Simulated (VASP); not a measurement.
A run of VASP 6.6.1 is set up as follows.

INCAR

```
SYSTEM = CaO
ALGO = Normal
EDIFF = 1E-6
ENCUT = 520
ISIF = 2
ISMEAR = 0
LASPH = .True.
LCHARG = .True.
LELF = .True.
LREAL = .False.
LVHAR = .True.
LWAVE = .False.
NBANDS = 15
NELM = 80
PREC = Accurate
SIGMA = 0.01
```

File KPOINTS:

```
k-points
0
Gamma
  8 8 8
  0 0 0
```

Contents of POSCAR:

```
CaO
1.0
    2.9032089656      0.0000000000      0.0000000000
    0.0000000000      2.9032089656      0.0000000000
    0.0000000000      0.0000000000      2.9032089656
Ca O
1 1
Direct
    0.0000000000      0.0000000000      0.0000000000
    0.5000000000      0.5000000000      0.5000000000
```

Potentials or basis: VASP PAW LDA potentials, release 64 (Ca_sv, O).

Launch:

```sh
$ cat potpaw_LDA.64/Ca_sv/POTCAR potpaw_LDA.64/O/POTCAR > POTCAR
$ mpirun -np 1 vasp_std > vasp.out
```

Predict the band gap on the k mesh.

2.59 eV, indirect (least direct gap 2.90 eV).

Predict the pressure.

-6.0 GPa.

A k mesh can miss the band edges.
